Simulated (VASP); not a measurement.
Wanted: the native input for a VASP 6.6.1 run.

```
Task                   : single point
Functional             : LDA
Potentials or basis    : VASP PAW LDA potentials, release 64 (V_sv)
Cutoff                 : 520 eV
k mesh                 : 20 × 20 × 20
Occupations            : gaussian, width 0.1 eV
Spin                   : no spin polarisation
Dipole correction      : no
Further INCAR settings : ALGO = Normal; EDIFF = 1e-07; NBANDS = 12
```

The structure of V lies in POSCAR:

```
V
1.0
   -1.4633701712      1.4633701712      1.4633701712
    1.4633701712     -1.4633701712      1.4633701712
    1.4633701712      1.4633701712     -1.4633701712
V
1
Direct
    0.0000000000      0.0000000000      0.0000000000
```

The input as run:

INCAR

```
PREC = Accurate
ENCUT = 520
EDIFF = 1E-7
ISMEAR = 0
SIGMA = 0.1
LREAL = False
LASPH = True
NELM = 60
ALGO = Normal
ISIF = 2
LWAVE = False
LCHARG = True
GGA = CA
LELF = True
LVHAR = True
NBANDS = 12
```

KPOINTS

```
Automatic mesh
0
Gamma
  20 20 20
```

Potentials or basis: VASP PAW LDA potentials, release 64 (V_sv).

Run with:

```bash
$ cat potpaw_LDA.64/V_sv/POTCAR > POTCAR
$ mpirun -np 1 vasp_std > vasp.out
```

Results of the run:

- Pressure: 0.4 GPa

It took 12 s on 1 thread of Intel(R) Xeon(R) 6975P-C (Granite Rapids), on a shared host, peak memory 0.14 GiB.
